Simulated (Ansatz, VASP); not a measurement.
## One calculation of Ru, two programs

```
Ru
1.0
     2.74141    0.00000    0.00000
    -1.37070    2.37413    0.00000
     0.00000    0.00000    4.33825
Ru
2
Direct
  0.33333 0.66667 0.25000
  0.66667 0.33333 0.75000
```

Change from the starting cell: volume scaled by 1.04, ions relaxed.

Alike in both runs: functional PBE; k mesh 20 × 20 × 11; occupations fermi-dirac, width 0.05 eV; no spin polarisation.

Ansatz relaxed the structure, and its values are those at the end. VASP's run is a single point on that final structure, the one shown.

|  | VASP | Ansatz |
| --- | --- | --- |
| version | VASP 6.6.1 | Ansatz 0.2.0 |
| potentials or method | VASP PAW PBE potentials, release 64 (Ru_pv) | plane-wave PAW, scalar-relativistic |
| plane-wave cutoff (eV) | 520 | 420 |
| valence electrons in the cell | 28 | 32 |

```csv
,VASP,Ansatz,Ansatz less VASP
pressure (GPa),-7.5,-7.4,+0.11
```

With one functional, cell and mesh, what is left measures potentials, basis and numerics. VASP's potentials hold 28 valence electrons a cell and Ansatz's 32, so a difference there can come from the potentials and not from the codes. Ansatz's warnings: stress scf threshold loose.
